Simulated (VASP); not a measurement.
A run of VASP 6.6.1 is set up as follows.

Contents of INCAR:

```
SYSTEM = LiCl
  ALGO = Normal
  EDIFF = 1E-6
  ENCUT = 520
  GGA = PE
  ISIF = 2
  ISMEAR = 0
  LASPH = .True.
  LCHARG = .False.
  LREAL = .False.
  LWAVE = .False.
  NBANDS = 30
  NELM = 60
  PREC = Accurate
  SIGMA = 0.02
```

Contents of KPOINTS:

```
k-points
0
Gamma
  9 9 3
  0 0 0
```

File POSCAR:

```
LiCl
1.0
    3.6043445235      0.0000000000      0.0000000000
   -1.8021722618      3.1214539214      0.0000000000
    0.0000000000      0.0000000000     12.5071192777
Li Cl
4 4
Direct
    0.0000000000      0.0000000000      0.0000000000
    0.3333333333      0.6666666667      0.2500000000
    0.0000000000      0.0000000000      0.5000000000
    0.6666666667      0.3333333333      0.7500000000
    0.6666666667      0.3333333333      0.1194715161
    0.6666666667      0.3333333333      0.3805284839
    0.3333333333      0.6666666667      0.6194715161
    0.3333333333      0.6666666667      0.8805284839
```

Potentials or basis: VASP PAW PBE potentials, release 64 (Li_sv, Cl).

Launch:

```bash
$ cat potpaw_PBE.64/Li_sv/POTCAR potpaw_PBE.64/Cl/POTCAR > POTCAR
$ mpirun -np 1 vasp_std > vasp.out
```

Q: Estimate the band gap on the k mesh.

A: 5.72 eV, direct.

 A k mesh can miss the band edges.
